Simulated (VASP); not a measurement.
# Na in VASP: single point with PBE+D3(BJ)

Aim: the single point of Na with PBE+D3(BJ).

All numbers are computed with VASP 6.6.1; they aren't measurements. Logs are shortened: lines on timing, memory, paths and dates and some standing lists are left out, and cuts for length are marked.

### Step 1. The cell of the first run

The cell holds a molecule in a box, 1 atom: a = 15.000 Å, b = 15.500 Å, c = 16.000 Å, α = 90.00°, β = 90.00°, γ = 90.00°.

### Step 2. Single point, PBE+D3(BJ), collinear spin, ferromagnetic start

Contents of INCAR:

```
SYSTEM = Na
PREC = Accurate
ENCUT = 520
EDIFF = 1E-6
ISMEAR = 0
SIGMA = 0.005
LREAL = .False.
LASPH = .True.
NELM = 150
ALGO = Normal
ISIF = 2
LWAVE = .False.
LCHARG = .False.
ISPIN = 2
MAGMOM = 1
LORBIT = 11
GGA = PE
IVDW = 12
ISYM = 0
NBANDS = 14
```

Contents of KPOINTS:

```
regular mesh
0
Gamma
  1 1 1
  0 0 0
```

Contents of POSCAR:

```
Na
1.0
   15.0000000000      0.0000000000      0.0000000000
    0.0000000000     15.5000000000      0.0000000000
    0.0000000000      0.0000000000     16.0000000000
Na
1
Direct
    0.5000000000      0.5000000000      0.5000000000
```

Potentials or basis: VASP PAW PBE potentials, release 64 (Na_pv).

The run is started by

```console
$ cat potpaw_PBE.64/Na_pv/POTCAR > POTCAR
$ mpirun -np 1 vasp_gam > vasp.out
```

OUTCAR:

```text
SYSTEM = Na
   PREC = Accurate
   ENCUT = 520
   EDIFF = 1E-6
   ISMEAR = 0
   LREAL = .False.
   LASPH = .True.
   NELM = 150
   ISIF = 2
   ISPIN = 2
   LORBIT = 11
   GGA = PE
   IVDW = 12
   ISYM = 0
 IVDW          = 12

 ion  position               nearest neighbor table
   1  0.500  0.500  0.500-

IMPORTANT INFORMATION: All symmetrisations will be switched off!
NOSYMM: (Re-)initialisation of all symmetry stuff for point group C_1.

----------------------------------------------------------------------------------------

                                     Primitive cell

  volume of cell :    3720.0000

  direct lattice vectors                    reciprocal lattice vectors
    15.000000000  0.000000000  0.000000000     0.066666667  0.000000000  0.000000000
     0.000000000 15.500000000  0.000000000     0.000000000  0.064516129  0.000000000
     0.000000000  0.000000000 16.000000000     0.000000000  0.000000000  0.062500000

  length of vectors
    15.000000000 15.500000000 16.000000000     0.066666667  0.064516129  0.062500000

  position of ions in fractional coordinates (direct lattice)
     0.500000000  0.500000000  0.500000000

  ion indices of the primitive-cell ions
   primitive index   ion index
                 1           1

----------------------------------------------------------------------------------------

 KPOINTS: regular mesh

Automatic generation of k-mesh.
 Grid dimensions read from file:
 generate k-points for:    1    1    1

 Generating k-lattice:

  Cartesian coordinates                     Fractional coordinates (reciprocal lattice)
     0.066666667  0.000000000  0.000000000     1.000000000  0.000000000  0.000000000
     0.000000000  0.064516129  0.000000000     0.000000000  1.000000000  0.000000000
     0.000000000  0.000000000  0.062500000     0.000000000  0.000000000  1.000000000

  Length of vectors
     0.066666667  0.064516129  0.062500000

  Shift w.r.t. Gamma in fractional coordinates (k-lattice)
     0.000000000  0.000000000  0.000000000

 Subroutine IBZKPT returns following result:
 ===========================================

 Found      1 irreducible k-points:

 Following reciprocal coordinates:
            Coordinates               Weight
  0.000000  0.000000  0.000000      1.000000
   k-points           NKPTS =      1   k-points in BZ     NKDIM =      1   number of bands    NBANDS=     14
   number of dos      NEDOS =    301   number of ions     NIONS =      1
   total plane-waves  NPLWV = ******
   dimension x,y,z NGX =   112 NGY =  120 NGZ =  120
[... 35 lines left out ...]
  volume/ion in A,a.u.               =    3720.00     25103.80
  Fermi-wavevector in a.u.,A,eV,Ry     =   0.202113  0.381937  0.555791  0.040849
  Thomas-Fermi vector in A             =   0.958629
   LORBIT       =     11    0 simple, 1 ext, 2 COOP (PROOUT), +10 PAW based schemes
   GGA     = PE    functional components
   LHFCALC =     F    Hartree Fock is set to
   AEXX    =    0.0000 exact exchange contribution
   IVDW    =    12    specifies the selected vdW correction
   LEPSILON=     F    determine dielectric tensor
   LRPA    =     F    only Hartree local field effects (RPA)
 spin polarized calculation
 Gauss-broadening in eV      SIGMA  =   0.01
  energy-cutoff  :      520.00
  volume of cell :     3720.00
 maximum number of plane-waves:     50071
 NGX is ok and might be reduce to   112
   NGX = 55   NGY = 57   NGZ = 59

 number of electron       6.9999992 magnetization       1.0000000

 Free energy of the ion-electron system (eV)
  ---------------------------------------------------
  ext. energy  EPLUGINS =         0.00000000
  ---------------------------------------------------
  free energy    TOTEN  =        -0.22861231 eV

  energy without entropy =       -0.22861231  energy(sigma->0) =       -0.22861231

 E-fermi :  -2.9675     XC(G=0):  -0.2631

 val. band max:       -2.9979042385   @ k =   0.0000   0.0000   0.0000
 cond. band min:      -1.3087827475   @ k =   0.0000   0.0000   0.0000
 fundamental gap:      1.6891214911
 Fermi energy:        -2.9674847075

 spin component 1

 k-point     1 :       0.0000    0.0000    0.0000
  band No.  band energies     occupation
      1     -28.5433      1.00000
      2     -28.5433      1.00000
      3     -28.5433      1.00000
      4      -2.9979      1.00000
      5      -0.8880      0.00000
      6      -0.8856      0.00000
      7      -0.8825      0.00000
      8      -0.2380      0.00000
      9       0.2422      0.00000
     10       0.2502      0.00000
     11       0.5128      0.00000
     12       0.5510      0.00000
     13       0.5652      0.00000
     14       0.5670      0.00000
 Fermi energy:        -2.9674847075

 spin component 2

 k-point     1 :       0.0000    0.0000    0.0000
  band No.  band energies     occupation
      1     -28.4580      1.00000
      2     -28.4580      1.00000
      3     -28.4580      1.00000
      4      -1.3088      0.00000
      5       0.0926      0.00000
      6       0.5934      0.00000
      7       0.6285      0.00000
      8       0.6307      0.00000
      9       0.6728      0.00000
     10       0.6764      0.00000
     11       0.8977      0.00000
     12       1.1175      0.00000
     13       1.1280      0.00000
     14       1.1557      0.00000

------------------------ aborting loop because EDIFF is reached ----------------------------------------

 Edisp (eV)   -0.00031

 E8    (eV) :    -0.0000

  FORCE on cell =-STRESS in cart. coord.  units (eV):
  Direction    XX          YY          ZZ          XY          YZ          ZX
  --------------------------------------------------------------------------------------
  -------------------------------------------------------------------------------------
  Total      -0.00498    -0.00400    -0.00450    -0.00000     0.00000     0.00000
  in kB      -0.00215    -0.00172    -0.00194    -0.00000     0.00000     0.00000
  external pressure =       -0.00 kB  Pullay stress =        0.00 kB

 VOLUME and BASIS-vectors are now :
 -----------------------------------------------------------------------------
  energy-cutoff  :      520.00
  volume of cell :     3720.00
      direct lattice vectors                 reciprocal lattice vectors
    15.000000000  0.000000000  0.000000000     0.066666667  0.000000000  0.000000000
     0.000000000 15.500000000  0.000000000     0.000000000  0.064516129  0.000000000
     0.000000000  0.000000000 16.000000000     0.000000000  0.000000000  0.062500000

 POSITION                                       TOTAL-FORCE (eV/Angst)
 -----------------------------------------------------------------------------------
      7.50000      7.75000      8.00000        -0.000000      0.000000     -0.000000
 -----------------------------------------------------------------------------------
    total drift:                               -0.000000      0.000000     -0.000000

  FREE ENERGIE OF THE ION-ELECTRON SYSTEM (eV)
  ---------------------------------------------------
  free  energy   TOTEN  =        -0.2289213924 eV

  energy  without entropy=       -0.2289213924  energy(sigma->0) =       -0.22892139

 total charge

# of ion       s       p       d       tot
------------------------------------------
    1        0.114   5.939   0.000   6.053

 magnetization (x)

# of ion       s       p       d       tot
------------------------------------------
    1        0.114  -0.001   0.000   0.113
```

OSZICAR:

```text
N       E                     dE             d eps       ncg     rms          rms(c)
DAV:   1     0.229657600307E+02    0.22966E+02   -0.16108E+03    84   0.203E+02
DAV:   2     0.114512009574E+01   -0.21821E+02   -0.21802E+02    68   0.101E+02
[... 16 lines left out ...]
DAV:  19    -0.228473262066E+00   -0.11197E-04   -0.89274E-07    62   0.496E-03    0.582E-04
DAV:  20    -0.228548052048E+00   -0.74790E-04   -0.60445E-07    62   0.417E-03    0.215E-04
DAV:  21    -0.228541405591E+00    0.66465E-05   -0.32534E-07    56   0.239E-03    0.834E-05
DAV:  22    -0.228592844076E+00   -0.51438E-04   -0.19449E-07    56   0.169E-03    0.678E-05
DAV:  23    -0.228612734586E+00   -0.19891E-04   -0.17844E-07    62   0.161E-03    0.110E-04
DAV:  24    -0.228612311575E+00    0.42301E-06   -0.27196E-08    62   0.828E-04
   1 F= -.22892139E+00 E0= -.22892139E+00  d E =-.118693E-18  mag=     1.0000
```

It took 4.6 min on 1 thread of Intel Xeon 6975P-C (Granite Rapids), shared host; peak memory 3.3 GiB.

What came out:

```
Free energy                                           : -0.2289 eV
Gap between the frontier levels                       : 1.69 eV
Net moment                                            : 1.00 μB per cell
Site moments                                          : Na +0.11 μB
Valence electrons inside the program's atomic spheres : Na 6.05
Dispersion energy per atom                            : 0.000 eV
```

Levels at points of the mesh, in eV from the valence-band top:
Spin up:
```tsv
k point	band 1	band 2	band 3	band 4	band 5	band 6	band 7	band 8	band 9
(0.00, 0.00, 0.00)	-25.55	-25.55	-25.55	0.00	2.11	2.11	2.12	2.76	3.24
```
Spin down:
```tsv
k point	band 1	band 2	band 3	band 4	band 5	band 6
(0.00, 0.00, 0.00)	-25.46	-25.46	-25.46	1.69	3.09	3.59
```
